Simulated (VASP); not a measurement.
# BeS5 (P6/mmm) in VASP: further runs, part 2 of 2

VASP 6.6.1. Earlier steps stand in the parts before.

### Step 3. Relaxation of cell and atoms, PBE

This run uses another cell than the first one, of 25.49 Å³/atom, 1.347 times its volume.

File INCAR:

```
SYSTEM = BeS5
ALGO = Normal ; EDIFF = 1E-7
EDIFFG = -0.04 ; ENCUT = 600
GGA = PE ; IBRION = 2
ISIF = 3 ; ISMEAR = 0
LASPH = .TRUE. ; LCHARG = .FALSE.
LREAL = .FALSE. ; LWAVE = .FALSE.
NELM = 100 ; NSW = 90
PREC = Accurate ; SIGMA = 0.1
```

File KPOINTS:

```
k-points
0
G
  6 6 4
  0 0 0
```

File POSCAR:

```
BeS5
1.0
    5.4319325900      0.0000000000      0.0000000000
   -2.7159663000      4.7041916200      0.0000000000
    0.0000000000      0.0000000000      5.9858268700
Be S
1 5
Direct
    0.0000000000      0.0000000000      0.5000000000
    0.3333333300      0.6666666700      0.3399557700
    0.6666666700      0.3333333300      0.3399557700
    0.6666666700      0.3333333300      0.6600442300
    0.3333333300      0.6666666700      0.6600442300
    0.0000000000      0.0000000000      0.0000000000
```

Potentials or basis: VASP PAW PBE potentials, release 64 (Be, S).

Run with:

```
cat potpaw_PBE.64/Be/POTCAR potpaw_PBE.64/S/POTCAR > POTCAR
mpirun -np 1 vasp_std > vasp.out
```

OUTCAR:

```text
SYSTEM = BeS5
   EDIFF = 1E-7
   EDIFFG = -0.04
   ENCUT = 600
   GGA = PE
   IBRION = 2
   ISIF = 3
   ISMEAR = 0
   LASPH = .TRUE.
   LREAL = .FALSE.
   NELM = 100
   NSW = 90
   PREC = Accurate

 ion  position               nearest neighbor table
   1  0.000  0.000  0.500-
   2  0.333  0.667  0.340-   5 1.92
   3  0.667  0.333  0.340-   4 1.92
   4  0.667  0.333  0.660-   3 1.92
   5  0.333  0.667  0.660-   2 1.92
   6  0.000  0.000  0.000-

  LATTYP: Found a hexagonal cell.
 ALAT       =     5.4319325900
 C/A-ratio  =     1.1019700209

  Lattice vectors:

 A1 = (   5.4319325900,   0.0000000000,   0.0000000000)
 A2 = (  -2.7159663000,   4.7041916200,   0.0000000000)
 A3 = (   0.0000000000,   0.0000000000,   5.9858268700)

Analysis of symmetry for initial positions (statically):
=====================================================================
 Subroutine PRICEL returns:
 Original cell was already a primitive cell.

 Routine SETGRP: Setting up the symmetry group for a
 hexagonal supercell.

 Subroutine GETGRP returns: Found 24 space group operations
 (whereof 24 operations were pure point group operations)
 out of a pool of 24 trial point group operations.

The static configuration has the point symmetry D_6h.

Analysis of symmetry for dynamics (positions and initial velocities):
=====================================================================
 Subroutine PRICEL returns:
 Original cell was already a primitive cell.

 Routine SETGRP: Setting up the symmetry group for a
 hexagonal supercell.

 Subroutine GETGRP returns: Found 24 space group operations
 (whereof 24 operations were pure point group operations)
 out of a pool of 24 trial point group operations.

The dynamic configuration has the point symmetry D_6h.

 Subroutine INISYM returns: Found 24 space group operations
 (whereof 24 operations are pure point group operations),
 and found     1 'primitive' translations

----------------------------------------------------------------------------------------

                                     Primitive cell

  volume of cell :     152.9549

  direct lattice vectors                    reciprocal lattice vectors
     5.431932590  0.000000000  0.000000000     0.184096541  0.106288187  0.000000000
    -2.715966300  4.704191620  0.000000000     0.000000000  0.212576375  0.000000000
     0.000000000  0.000000000  5.985826870     0.000000000  0.000000000  0.167061297

  length of vectors
     5.431932590  5.431932597  5.985826870     0.212576375  0.212576375  0.167061297

  position of ions in fractional coordinates (direct lattice)
     0.000000000  0.000000000  0.500000000
     0.333333330  0.666666670  0.339955770
     0.666666670  0.333333330  0.339955770
     0.666666670  0.333333330  0.660044230
     0.333333330  0.666666670  0.660044230
     0.000000000  0.000000000  0.000000000

  ion indices of the primitive-cell ions
   primitive index   ion index
                 1           1
                 2           2
                 3           3
                 4           4
                 5           5
                 6           6

----------------------------------------------------------------------------------------

 KPOINTS: k-points

Automatic generation of k-mesh.
 Grid dimensions read from file:
 generate k-points for:    6    6    4

 Generating k-lattice:

  Cartesian coordinates                     Fractional coordinates (reciprocal lattice)
     0.030682757  0.017714698  0.000000000     0.166666667  0.000000000  0.000000000
     0.000000000  0.035429396  0.000000000     0.000000000  0.166666667  0.000000000
     0.000000000  0.000000000  0.041765324     0.000000000  0.000000000  0.250000000

  Length of vectors
     0.035429396  0.035429396  0.041765324

  Shift w.r.t. Gamma in fractional coordinates (k-lattice)
     0.000000000  0.000000000  0.000000000

 Subroutine IBZKPT returns following result:
 ===========================================

 Found     21 irreducible k-points:

 Following reciprocal coordinates:
            Coordinates               Weight
  0.000000  0.000000  0.000000      1.000000
  0.166667 -0.000000  0.000000      6.000000
  0.333333 -0.000000  0.000000      6.000000
  0.500000 -0.000000  0.000000      3.000000
  0.166667  0.166667  0.000000      6.000000
  0.333333  0.166667  0.000000     12.000000
[... 13 lines left out ...]
  0.333333  0.166667  0.500000     12.000000
  0.333333  0.333333  0.500000      2.000000
   k-points           NKPTS =     21   k-points in BZ     NKDIM =     21   number of bands    NBANDS=     20
   number of dos      NEDOS =    301   number of ions     NIONS =      6
   total plane-waves  NPLWV = 110592
   dimension x,y,z NGX =    48 NGY =   48 NGZ =   48
   dimension x,y,z NGXF=    96 NGYF=   96 NGZF=   96
   ions per type =               1   5
   NGX,Y,Z   is equivalent  to a cutoff of  14.69, 14.69, 13.33 a.u.
   NGXF,Y,Z  is equivalent  to a cutoff of  29.38, 29.38, 26.66 a.u.
 SYSTEM =  BeS5
   PREC   = accura    normal or accurate (medium, high low for compatibility)
   ISTART =      0    job   : 0-new  1-cont  2-samecut
   ICHARG =      2    charge: 1-file 2-atom 10-const
   ISPIN  =      1    spin polarized calculation?
   LNONCOLLINEAR =      F non collinear calculations
   LSORBIT =      F    spin-orbit coupling
   LASPH  =      T    aspherical Exc in radial PAW
   ENCUT  =  600.0 eV  44.10 Ry    6.64 a.u.  10.85 10.85 11.96*2*pi/ulx,y,z
   NELM   =    100;   NELMIN=  2; NELMDL= -5     # of ELM steps
   EDIFF  = 0.1E-06   stopping-criterion for ELM
   LREAL  =      F    real-space projection
   EDIFFG = -.4E-01   stopping-criterion for IOM
   NSW    =     90    number of steps for IOM
   IBRION =      2    ionic relax: 0-MD 1-quasi-New 2-CG
   NFREE  =      1    steps in history (QN), initial steepest desc. (CG)
   ISIF   =      3    stress and relaxation
   ISYM   =      2    0-nonsym 1-usesym 2-fastsym
   POTIM  = 0.5000    time-step for ionic-motion
   TEBEG  =    0.0;   TEEND  =   0.0 temperature during run
   PSTRESS=    0.0 pullay stress
   NELECT =      32.0000    total number of electrons
   NUPDOWN=      -1.0000    fix difference up-down
   EMIN   =  10.00;   EMAX   =-10.00  energy-range for DOS
   EFERMI =   0.00;   METHOD = LEGACY
   ISMEAR =     0;   SIGMA  =   0.10  broadening in eV -4-tet -1-fermi 0-gaus
   EFERMI_NEDOS =   21; number of points for ismear=-14 and -15
   IALGO  =     38    algorithm
   IMIX   =      4    mixing-type and parameters
     AMIX     =   0.40;   BMIX     =  1.00
     AMIX_MAG =   1.60;   BMIX_MAG =  1.00
  volume/ion in A,a.u.               =      25.49       172.03
  Fermi-wavevector in a.u.,A,eV,Ry     =   0.971860  1.836549 12.850860  0.944512
  Thomas-Fermi vector in A             =   2.102111
   LORBIT       =      0    0 simple, 1 ext, 2 COOP (PROOUT), +10 PAW based schemes
   GGA     = PE    functional components
   LHFCALC =     F    Hartree Fock is set to
   AEXX    =    0.0000 exact exchange contribution
   IVDW    =     0    specifies the selected vdW correction
   LEPSILON=     F    determine dielectric tensor
   LRPA    =     F    only Hartree local field effects (RPA)
 conjugate gradient relaxation of ions
 non-spin polarized calculation
 Gauss-broadening in eV      SIGMA  =   0.10
  energy-cutoff  :      600.00
  volume of cell :      152.95
 maximum number of plane-waves:      5133
 NGX is ok and might be reduce to    48
   NGX = 21   NGY = 21   NGZ = 23

--------------------------------------- Ionic step        1  -------------------------------------------

 number of electron      32.0000003 magnetization

 Free energy of the ion-electron system (eV)
  ---------------------------------------------------
  ext. energy  EPLUGINS =         0.00000000
  ---------------------------------------------------
  free energy    TOTEN  =       -19.24880701 eV

  energy without entropy =      -19.22044693  energy(sigma->0) =      -19.23462697

------------------------ aborting loop because EDIFF is reached ----------------------------------------

  FORCE on cell =-STRESS in cart. coord.  units (eV):
  Direction    XX          YY          ZZ          XY          YZ          ZX
  --------------------------------------------------------------------------------------
  -------------------------------------------------------------------------------------
  Total       -3.3934874     -3.3934874     -7.8110153      0.0000000     -0.0000000     -0.0000000
  in kB      -35.5462098    -35.5462099    -81.8190713      0.0000000     -0.0000000     -0.0000000
  external PRESSURE =     -50.9704970 kB  Pullay stress =       0.0000000 kB
[... 1084 lines left out ...]
     19       7.0502      0.00000
     20       7.0502      0.00000

[... ionic steps 4 to 22 ...]

--------------------------------------- Ionic step       23  -------------------------------------------

 number of electron      32.0000002 magnetization

------------------------ aborting loop because EDIFF is reached ----------------------------------------
[... 75 lines left out ...]
--------------------------------------- Ionic step       25  -------------------------------------------

 number of electron      32.0000002 magnetization

 Free energy of the ion-electron system (eV)
  ---------------------------------------------------
  ext. energy  EPLUGINS =         0.00000000
  ---------------------------------------------------
  free energy    TOTEN  =       -21.21750377 eV

  energy without entropy =      -21.20805208  energy(sigma->0) =      -21.21277792

 E-fermi :   4.7836     XC(G=0):  -9.6273

 val. band max:        4.7297192262   @ k =   0.5000  -0.0000   0.5000
 cond. band min:       4.7998789913   @ k =   0.5000  -0.0000   0.0000
 fundamental gap:      0.0701597650
 Fermi energy:         4.7835778225
[... 514 lines left out ...]
  FREE ENERGIE OF THE ION-ELECTRON SYSTEM (eV)
  ---------------------------------------------------
  free  energy   TOTEN  =       -21.2175037695 eV

  energy  without entropy=      -21.2080520767  energy(sigma->0) =      -21.21277792

 reached required accuracy - stopping structural energy minimisation
```

Run time: 13 min. Hardware: 1 thread of Intel Xeon 6975P-C (Granite Rapids), shared host; peak memory 0.36 GiB.

What came out:

```
Free energy                            : -21.2175 eV
Relaxed volume                         : 18.98 Å³/atom
Relaxed cell                           : a = 5.386 Å, b = 5.386 Å, c = 4.531 Å, α = 90.00°, β = 90.00°, γ = 120.00°
Space group after relaxing (to 0.05 Å) : P6/mmm (No. 191)
Energy gained by relaxing              : 328.1 meV/atom
Ionic steps                            : 25
Pressure after relaxing                : 0.1 GPa
Largest force after relaxing           : 0.035 eV/Å
Band gap on the k mesh                 : zero (band 16 reaches 5.11 eV, above the bottom of band 17 at 4.49 eV)
```

Forces on the atoms (eV/Å):
```
Be   0.000  0.000  0.000
S    0.000  0.000 -0.035
S    0.000  0.000 -0.035
S    0.000  0.000  0.035
S    0.000  0.000  0.035
S    0.000  0.000  0.000
```

The path:
```tsv
step	energy change (eV)	largest force (eV/Å)	pressure (GPa)	volume (Å³)
1	0.0000	0.2398	-5.10	152.95
2	-0.3636	3.5346	0.29	135.63
3	-0.3637	3.5001	0.23	135.77
4	-0.5048	3.3961	0.39	132.46
5	-0.8729	3.1479	1.37	122.83
6	-1.2403	2.9055	6.55	104.94
7	-1.2266	2.9000	8.98	100.16
8	-1.4820	0.5618	3.79	101.53
9	-1.4976	0.0764	2.34	102.00
10	-1.5503	0.0522	1.98	102.84
11	-1.6876	0.0206	1.06	105.36
12	-1.8731	0.2119	-0.06	110.34
13	-1.9232	0.7563	0.16	119.98
14	-1.9482	0.5851	-0.23	116.83
15	-1.9264	0.8744	-2.36	118.17
16	-1.9580	0.0398	-1.04	117.29
17	-1.9657	0.0558	-0.35	115.90
18	-1.9662	0.0608	-0.10	115.42
19	-1.9665	0.1688	-0.36	115.00
20	-1.9669	0.0710	-0.25	115.18
21	-1.9679	0.0437	-0.07	114.58
22	-1.9683	0.0140	0.14	113.92
23	-1.9686	0.0563	-0.03	113.90
24	-1.9686	0.0546	-0.02	113.90
25	-1.9687	0.0351	0.07	113.86
```

Final structure:
```
CELL_PARAMETERS angstrom
5.38642 0.00000 0.00000
-2.69321 4.66478 0.00000
0.00000 0.00000 4.53145
ATOMIC_POSITIONS crystal
Be 0.00000 0.00000 0.50000
S 0.33333 0.66667 0.29100
S 0.66667 0.33333 0.29100
S 0.66667 0.33333 0.70900
S 0.33333 0.66667 0.70900
S 0.00000 0.00000 0.00000
```

Caveat: the volume moved by over 15 % at a fixed basis, so the end points are rough.

### Step 4. Relaxation of cell and atoms, PBE

This run uses another cell than the first one, of 19.02 Å³/atom, 1.005 times its volume.

File INCAR:

```
SYSTEM = BeS5
PREC = Accurate
ENCUT = 600
EDIFF = 1E-6
ISMEAR = 0
SIGMA = 0.1
LREAL = .FALSE.
LASPH = .TRUE.
NELM = 60
ALGO = Normal
ISIF = 3
LWAVE = .FALSE.
LCHARG = .FALSE.
GGA = PE
IBRION = 2
NSW = 100
EDIFFG = -0.01
```

File KPOINTS:

```
regular mesh
0
G
  12 12 8
  0 0 0
```

File POSCAR:

```
BeS5
1.0
    5.3925577762      0.0000000000      0.0000000000
   -2.6962788881      4.6700920256      0.0000000000
    0.0000000000      0.0000000000      4.5318276635
Be S
1 5
Direct
    0.0000000000      0.0000000000      0.5000000000
    0.3333333333      0.6666666667      0.2899288042
    0.6666666667      0.3333333333      0.2899288042
    0.6666666667      0.3333333333      0.7100711958
    0.3333333333      0.6666666667      0.7100711958
    0.0000000000      0.0000000000      0.0000000000
```

Run with:

```
cat potpaw_PBE.64/Be/POTCAR potpaw_PBE.64/S/POTCAR > POTCAR
mpirun -np 1 vasp_std > vasp.out
```

Run time: 6.5 min. Hardware: 1 thread of Intel Xeon 6975P-C (Granite Rapids), shared host; peak memory 0.43 GiB.

Results (log left out):

| Quantity | Value |
| --- | --- |
| Free energy | -21.2460 eV |
| Relaxed volume | 18.90 Å³/atom |
| Relaxed cell | a = 5.386 Å, b = 5.386 Å, c = 4.514 Å, α = 90.00°, β = 90.00°, γ = 120.00° |
| Space group after relaxing (to 0.05 Å) | P6/mmm (No. 191) |
| Energy gained by relaxing | 0.3 meV/atom |
| Ionic steps | 5 |
| Pressure after relaxing | 0.0 GPa |
| Band gap on the k mesh | zero (band 16 reaches 5.12 eV, above the bottom of band 17 at 4.50 eV) |

Forces in eV/Å, atoms in the order of the input:
```
Be   0.000  0.000  0.000
S    0.000  0.000  0.003
S    0.000  0.000  0.003
S    0.000  0.000 -0.003
S    0.000  0.000 -0.003
S    0.000  0.000  0.000
```

The path:
| step | energy change (eV) | largest force (eV/Å) | pressure (GPa) | volume (Å³) |
| --- | --- | --- | --- | --- |
| 1 | 0.0000 | 0.1008 | -0.52 | 114.13 |
| 2 | 0.0072 | 0.4988 | 0.97 | 113.11 |
| 3 | -0.0011 | 0.0511 | -0.13 | 113.86 |
| 4 | -0.0015 | 0.0157 | -0.05 | 113.55 |
| 5 | -0.0015 | 0.0027 | -0.01 | 113.40 |

Final structure:
```
Be S
1.0
     5.38572    0.00000    0.00000
    -2.69286    4.66417    0.00000
     0.00000    0.00000    4.51434
Be S
1 5
Cartesian
  5.3857 0.0000 2.2572
  0.0000 3.1094 1.3075
  2.6929 1.5547 1.3075
  2.6929 1.5547 3.2068
  0.0000 3.1094 3.2068
  5.3857 0.0000 0.0000
```

Levels at points of the mesh, in eV from the Fermi level:
| k point | band 13 | band 14 | band 15 | band 16 | band 17 | band 18 | band 19 | band 20 |
| --- | --- | --- | --- | --- | --- | --- | --- | --- |
| (0.00, 0.00, 0.00) | -0.87 | -0.87 | -0.74 | -0.74 | -0.16 | 0.98 | 0.98 | 3.95 |
| (0.50, 0.00, 0.00) | -1.35 | -1.29 | -1.24 | 0.05 | 0.45 | 0.96 | 1.67 | 3.29 |
| (0.00, 0.00, 0.50) | -2.63 | -2.60 | -2.60 | -2.21 | 1.37 | 1.37 | 1.52 | 2.97 |
| (0.50, 0.00, 0.50) | -2.33 | -1.79 | -1.79 | -0.08 | 0.18 | 0.32 | 2.17 | 2.44 |

### Step 5. Overview

| task | cell | k mesh | cutoff (eV) | gap on the mesh (eV) | pressure (GPa) | relaxed volume (Å³/atom) | largest force (eV/Å) |
| --- | --- | --- | --- | --- | --- | --- | --- |
| single point | a = 5.389, b = 5.389, c = 4.514 Å, angles 90.0, 90.0, 120.0°, 6 atoms | 12 × 12 × 8 | 520 | none | -0.4 | - | 0.26 |
| relaxation of cell and atoms | relaxed from a = 5.432, b = 5.432, c = 5.986 Å, angles 90.0, 90.0, 120.0°, 6 atoms | 6 × 6 × 4 | 600 | none | 0.1 | 18.98 | 0.04 |
| relaxation of cell and atoms | relaxed from a = 5.393, b = 5.393, c = 4.532 Å, angles 90.0, 90.0, 120.0°, 6 atoms | 12 × 12 × 8 | 600 | none | 0.0 | 18.90 | - |

Alike in all rows: level PBE; potentials or basis VASP PAW PBE potentials, release 64 (Be, S); no spin polarisation; smearing gaussian 0.1 eV.

Caveats: the volume moved by over 15 % at a fixed basis, so the end points are rough (some runs).

Absolute energies hang on the potentials; compare differences alone.
